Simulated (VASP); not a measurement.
A run of VASP 6.6.1 is set up as follows.

The input INCAR:

```
ALGO = Normal
EDIFF = 1E-6
ENCUT = 520
GGA = PE
ISIF = 2
ISMEAR = 0
LASPH = True
LCHARG = False
LREAL = False
LWAVE = False
NBANDS = 36
NELM = 60
PREC = Accurate
SIGMA = 0.1
```

KPOINTS

```
k-points
0
Gamma
  10 10 10
```

POSCAR

```
Zr4F
1.0
   -2.9822879652      2.9822879652      2.9822879652
    2.9822879652     -2.9822879652      2.9822879652
    2.9822879652      2.9822879652     -2.9822879652
Zr F
4 1
Direct
    0.0000000000      0.0000000000      0.5000000000
    0.5000000000      0.0000000000      0.0000000000
    0.5000000000      0.5000000000      0.5000000000
    0.0000000000      0.5000000000      0.0000000000
    0.0000000000      0.0000000000      0.0000000000
```

Potentials or basis: VASP PAW PBE potentials, release 64 (Zr_sv, F).

The run is started by

```bash
$ cat potpaw_PBE.64/Zr_sv/POTCAR potpaw_PBE.64/F/POTCAR > POTCAR
$ mpirun -np 1 vasp_std > vasp.out
```

(1) Predict the pressure.

Results:

(1) 0.0 GPa.

Caveat: an odd number of electrons without spin polarisation forces a metal; a magnetic or distorted state may lie lower.
